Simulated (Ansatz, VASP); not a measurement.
## Two plane-wave programs on As

```
As
1.0
     3.09317    0.00000    0.00000
    -1.54658    2.67876    0.00000
     0.00000    0.00000   11.71919
As
4
Direct
  0.00000 0.00000 0.00000
  0.00000 0.00000 0.50000
  0.33333 0.66667 0.25000
  0.66667 0.33333 0.75000
```

Alike in both runs: task single point; functional BLYP; k mesh 14 × 14 × 4; occupations fermi-dirac, width 0.1 eV; no spin polarisation.

|  | VASP | Ansatz |
| --- | --- | --- |
| version | VASP 6.6.1 | Ansatz 0.2.0 |
| potentials or method | VASP PAW PBE potentials, release 64 (As), cutoff 520 eV | plane waves (420 eV) with PAW, scalar-relativistic |
| valence electrons in the cell | 20 | 60 |

```tsv
	VASP	Ansatz	Ansatz less VASP
pressure (GPa)	-5.1	-5.2	-0.12
traceless stress, the component that is largest in VASP (GPa)	0.77	0.80	+0.025
```

VASP's potentials were made for PBE, not for BLYP. With one functional, cell and mesh, what is left measures potentials, basis and numerics. VASP's potentials hold 20 valence electrons a cell and Ansatz's 60, so a difference there can come from the potentials and not from the codes.
